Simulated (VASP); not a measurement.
# MoS2 (P-3m1) in VASP: a series of runs, part 3 of 3

VASP 6.6.1. The steps go on from the part before.

### Step 4. Single point, PBEsol

File INCAR:

```
PREC     = Accurate       # precision mode
ENCUT    = 520            # plane-wave cutoff, eV
EDIFF    = 1E-6           # SCF threshold, eV
ISMEAR   = 0              # smearing method
SIGMA    = 0.025          # smearing width, eV
LREAL    = False          # projectors in reciprocal space
LASPH    = True           # aspherical terms in the spheres
NELM     = 80             # most SCF steps
ALGO     = Normal         # electronic algorithm
ISIF     = 2              # what is computed and relaxed
LWAVE    = False          # write WAVECAR
LCHARG   = False          # write CHGCAR
GGA      = PS             # functional
NBANDS   = 20             # bands
```

File KPOINTS:

```
Automatic mesh
0
Gamma
  11 11 5
```

File POSCAR:

```
MoS2
1.0
    3.2274650000      0.0000000000      0.0000000000
   -1.6137320000      2.7950660000      0.0000000000
    0.0000000000      0.0000000000      6.3124730000
Mo S
1 2
Direct
    0.0000000000      0.0000000000      0.5000000000
    0.3333333333      0.6666666667      0.2553190000
    0.6666666667      0.3333333333      0.7446810000
```

Potentials or basis: VASP PAW PBE potentials, release 64 (Mo_sv, S).

On the command line:

```
$ cat potpaw_PBE.64/Mo_sv/POTCAR potpaw_PBE.64/S/POTCAR > POTCAR
$ mpirun -np 1 vasp_std > vasp.out
```

OUTCAR:

```text
PREC = Accurate
   ENCUT = 520
   EDIFF = 1E-6
   ISMEAR = 0
   LREAL = False
   LASPH = True
   NELM = 80
   ISIF = 2
   GGA = PS

 ion  position               nearest neighbor table
   1  0.000  0.000  0.500-   2 2.42   3 2.42   3 2.42   2 2.42   3 2.42   2 2.42
   2  0.333  0.667  0.255-   1 2.42   1 2.42   1 2.42
   3  0.667  0.333  0.745-   1 2.42   1 2.42   1 2.42

  LATTYP: Found a hexagonal cell.
 ALAT       =     3.2274650000
 C/A-ratio  =     1.9558610241

  Lattice vectors:

 A1 = (   3.2274650000,   0.0000000000,   0.0000000000)
 A2 = (  -1.6137320000,   2.7950660000,   0.0000000000)
 A3 = (   0.0000000000,   0.0000000000,   6.3124730000)

Analysis of symmetry for initial positions (statically):
=====================================================================
 Subroutine PRICEL returns:
 Original cell was already a primitive cell.

 Routine SETGRP: Setting up the symmetry group for a
 hexagonal supercell.

 Subroutine GETGRP returns: Found 12 space group operations
 (whereof 12 operations were pure point group operations)
 out of a pool of 24 trial point group operations.

The static configuration has the point symmetry D_3d.

Analysis of symmetry for dynamics (positions and initial velocities):
=====================================================================
 Subroutine PRICEL returns:
 Original cell was already a primitive cell.

 Routine SETGRP: Setting up the symmetry group for a
 hexagonal supercell.

 Subroutine GETGRP returns: Found 12 space group operations
 (whereof 12 operations were pure point group operations)
 out of a pool of 24 trial point group operations.

The dynamic configuration has the point symmetry D_3d.

 Subroutine INISYM returns: Found 12 space group operations
 (whereof 12 operations are pure point group operations),
 and found     1 'primitive' translations

----------------------------------------------------------------------------------------

                                     Primitive cell

  volume of cell :      56.9447

  direct lattice vectors                    reciprocal lattice vectors
     3.227465000  0.000000000  0.000000000     0.309840695  0.178886597  0.000000000
    -1.613732000  2.795066000  0.000000000     0.000000000  0.357773305  0.000000000
     0.000000000  0.000000000  6.312473000     0.000000000  0.000000000  0.158416519

  length of vectors
     3.227465000  3.227464161  6.312473000     0.357773212  0.357773305  0.158416519

  position of ions in fractional coordinates (direct lattice)
     0.000000000  0.000000000  0.500000000
     0.333333333  0.666666667  0.255319000
     0.666666667  0.333333333  0.744681000

  ion indices of the primitive-cell ions
   primitive index   ion index
                 1           1
                 2           2
                 3           3

----------------------------------------------------------------------------------------

 KPOINTS: Automatic mesh

Automatic generation of k-mesh.
 Grid dimensions read from file:
 generate k-points for:   11   11    5

 Generating k-lattice:

  Cartesian coordinates                     Fractional coordinates (reciprocal lattice)
     0.028167336  0.016262418  0.000000000     0.090909091 -0.000000000  0.000000000
     0.000000000  0.032524846  0.000000000     0.000000000  0.090909091  0.000000000
     0.000000000  0.000000000  0.031683304     0.000000000  0.000000000  0.200000000

  Length of vectors
     0.032524837  0.032524846  0.031683304

  Shift w.r.t. Gamma in fractional coordinates (k-lattice)
     0.000000000  0.000000000  0.000000000

 Subroutine IBZKPT returns following result:
 ===========================================

 Found     68 irreducible k-points:

 Following reciprocal coordinates:
            Coordinates               Weight
  0.000000  0.000000  0.000000      1.000000
  0.090909 -0.000000  0.000000      6.000000
  0.181818 -0.000000  0.000000      6.000000
  0.272727 -0.000000  0.000000      6.000000
  0.363636  0.000000  0.000000      6.000000
  0.454545 -0.000000  0.000000      6.000000
[... 16 lines left out ...]
  0.000000  0.272727  0.200000      6.000000
  0.363636  0.000000  0.200000      6.000000
 [... further k-points ...]
   k-points           NKPTS =     68   k-points in BZ     NKDIM =     68   number of bands    NBANDS=     20
   number of dos      NEDOS =    301   number of ions     NIONS =      3
   total plane-waves  NPLWV =  27648
   dimension x,y,z NGX =    24 NGY =   24 NGZ =   48
   dimension x,y,z NGXF=    48 NGYF=   48 NGZF=   96
   ions per type =               1   2
   NGX,Y,Z   is equivalent  to a cutoff of  12.36, 12.36, 12.64 a.u.
   NGXF,Y,Z  is equivalent  to a cutoff of  24.72, 24.72, 25.28 a.u.
 SYSTEM =  unknown system
   PREC   = accura    normal or accurate (medium, high low for compatibility)
   ISTART =      0    job   : 0-new  1-cont  2-samecut
   ICHARG =      2    charge: 1-file 2-atom 10-const
   ISPIN  =      1    spin polarized calculation?
   LNONCOLLINEAR =      F non collinear calculations
   LSORBIT =      F    spin-orbit coupling
   LASPH  =      T    aspherical Exc in radial PAW
   ENCUT  =  520.0 eV  38.22 Ry    6.18 a.u.   6.00  6.00 11.74*2*pi/ulx,y,z
   NELM   =     80;   NELMIN=  2; NELMDL= -5     # of ELM steps
   EDIFF  = 0.1E-05   stopping-criterion for ELM
   LREAL  =      F    real-space projection
   EDIFFG = 0.1E-04   stopping-criterion for IOM
   NSW    =      0    number of steps for IOM
   IBRION =     -1    ionic relax: 0-MD 1-quasi-New 2-CG
   NFREE  =      0    steps in history (QN), initial steepest desc. (CG)
   ISIF   =      2    stress and relaxation
   ISYM   =      2    0-nonsym 1-usesym 2-fastsym
   POTIM  = 0.5000    time-step for ionic-motion
   TEBEG  =    0.0;   TEEND  =   0.0 temperature during run
   PSTRESS=    0.0 pullay stress
   NELECT =      26.0000    total number of electrons
   NUPDOWN=      -1.0000    fix difference up-down
   EMIN   =  10.00;   EMAX   =-10.00  energy-range for DOS
   EFERMI =   0.00;   METHOD = LEGACY
   ISMEAR =     0;   SIGMA  =   0.03  broadening in eV -4-tet -1-fermi 0-gaus
   EFERMI_NEDOS =   21; number of points for ismear=-14 and -15
   IALGO  =     38    algorithm
   IMIX   =      4    mixing-type and parameters
     AMIX     =   0.40;   BMIX     =  1.00
     AMIX_MAG =   1.60;   BMIX_MAG =  1.00
  volume/ion in A,a.u.               =      18.98       128.09
  Fermi-wavevector in a.u.,A,eV,Ry     =   1.260612  2.382212 21.621611  1.589144
  Thomas-Fermi vector in A             =   2.394113
   LORBIT       =      0    0 simple, 1 ext, 2 COOP (PROOUT), +10 PAW based schemes
   GGA     = PS    functional components
   LHFCALC =     F    Hartree Fock is set to
   AEXX    =    0.0000 exact exchange contribution
   IVDW    =     0    specifies the selected vdW correction
   LEPSILON=     F    determine dielectric tensor
   LRPA    =     F    only Hartree local field effects (RPA)
 non-spin polarized calculation
 Gauss-broadening in eV      SIGMA  =   0.03
  energy-cutoff  :      520.00
  volume of cell :       56.94
 maximum number of plane-waves:      1557
   NGX = 13   NGY = 13   NGZ = 23

 number of electron      26.0000001 magnetization

 Free energy of the ion-electron system (eV)
  ---------------------------------------------------
  ext. energy  EPLUGINS =         0.00000000
  ---------------------------------------------------
  free energy    TOTEN  =       -22.56271665 eV

  energy without entropy =      -22.56211047  energy(sigma->0) =      -22.56241356

 E-fermi :   6.9155     XC(G=0): -10.6257

 val. band max:        6.8574686786   @ k =   0.1818   0.1818   0.4000
 cond. band min:       6.9207580705   @ k =   0.0909  -0.0000   0.2000
 fundamental gap:      0.0632893920
 Fermi energy:         6.9155154191

 k-point     1 :       0.0000    0.0000    0.0000
  band No.  band energies     occupation
      1     -54.8541      2.00000
      2     -28.9206      2.00000
      3     -28.8857      2.00000
      4     -28.8857      2.00000
      5      -7.9895      2.00000
      6      -6.5267      2.00000
[... 12 lines left out ...]
     19      12.9023      0.00000
     20      16.3822      0.00000

 k-point     2 :       0.0909   -0.0000    0.0000
  band No.  band energies     occupation
      1     -54.8515      2.00000
      2     -28.9155      2.00000
      3     -28.9122      2.00000
      4     -28.8918      2.00000
      5      -7.8640      2.00000
      6      -6.5002      2.00000
[... 498 lines left out ...]
 k-point    24 :       0.3636    0.0000    0.2000
  band No.  band energies     occupation
      1     -54.8278      2.00000
      2     -29.1577      2.00000
      3     -28.9488      2.00000
      4     -28.8660      2.00000
      5      -6.6048      2.00000
      6      -6.0215      2.00000
[... 12 lines left out ...]
     19      13.2550      0.00000
     20      15.9112      0.00000

 [... further k-points ...]
[... 5 lines left out ...]
  --------------------------------------------------------------------------------------
  -------------------------------------------------------------------------------------
  Total       -1.6778548     -1.6778540     -0.2810708     -0.0000003      0.0000000      0.0000000
  in kB      -47.2075887    -47.2075657     -7.9081174     -0.0000084      0.0000000      0.0000000
  external PRESSURE =     -34.1077573 kB  Pullay stress =       0.0000000 kB

 VOLUME and BASIS-vectors are now :
 -----------------------------------------------------------------------------
  energy-cutoff  :      520.00
  volume of cell :       56.94
      direct lattice vectors                 reciprocal lattice vectors
     3.227465000  0.000000000  0.000000000     0.309840695  0.178886597  0.000000000
    -1.613732000  2.795066000  0.000000000     0.000000000  0.357773305  0.000000000
     0.000000000  0.000000000  6.312473000     0.000000000  0.000000000  0.158416519

 POSITION                                       TOTAL-FORCE (eV/Angst)
 -----------------------------------------------------------------------------------
      0.00000      0.00000      3.15624         0.000000      0.000000      0.000000
      0.00000      1.86338      1.61169         0.000000      0.000000     -0.037799
      1.61373      0.93169      4.70078        -0.000000     -0.000000      0.037799
 -----------------------------------------------------------------------------------
    total drift:                                0.000000      0.000000      0.000000

  FREE ENERGIE OF THE ION-ELECTRON SYSTEM (eV)
  ---------------------------------------------------
  free  energy   TOTEN  =       -22.5627166495 eV

  energy  without entropy=      -22.5621104707  energy(sigma->0) =      -22.56241356
```

Run time: 48 s. Hardware: 1 thread of AMD EPYC 7R43 (Zen 3), shared host; peak memory 0.18 GiB.

What came out:

- Free energy: -22.5627 eV
- Pressure: -3.4 GPa
- Largest force: 0.038 eV/Å
- Band gap on the k mesh: zero (band 13 reaches 7.16 eV, above the bottom of band 14 at 6.47 eV)

Forces on the atoms (eV/Å):
```
Mo   0.000  0.000  0.000
S    0.000  0.000 -0.038
S    0.000  0.000  0.038
```

Stress tensor (GPa, compression positive):
```
-4.72  0.00  0.00
 0.00 -4.72  0.00
 0.00  0.00 -0.79
```

Caveat: the PAW data sets were made with another functional, which shifts forces and pressure a little; this functional lacks dispersion, which binds the layers, so the pressure and a relaxed spacing across them are unreliable.

### Step 5. The runs side by side

```tsv
smearing	gap on the mesh (eV)	pressure (GPa)	largest force (eV/Å)
gaussian 0.1 eV	none	-3.4	0.02
gaussian 0.05 eV	none	-3.4	0.03
gaussian 0.025 eV	none	-3.4	0.04
```

Alike in all rows: task single point; level PBEsol; potentials or basis VASP PAW PBE potentials, release 64 (Mo_sv, S); no spin polarisation; cell as given; k mesh 11 × 11 × 5; cutoff (eV) 520.

Every run on the cell as given and a fine mesh finds a metal.

Caveats: the PAW data sets were made with another functional, which shifts forces and pressure a little; this functional lacks dispersion, which binds the layers, so the pressure and a relaxed spacing across them are unreliable.

Total energies depend on the potentials used, so only differences within one code and one set of settings carry meaning.
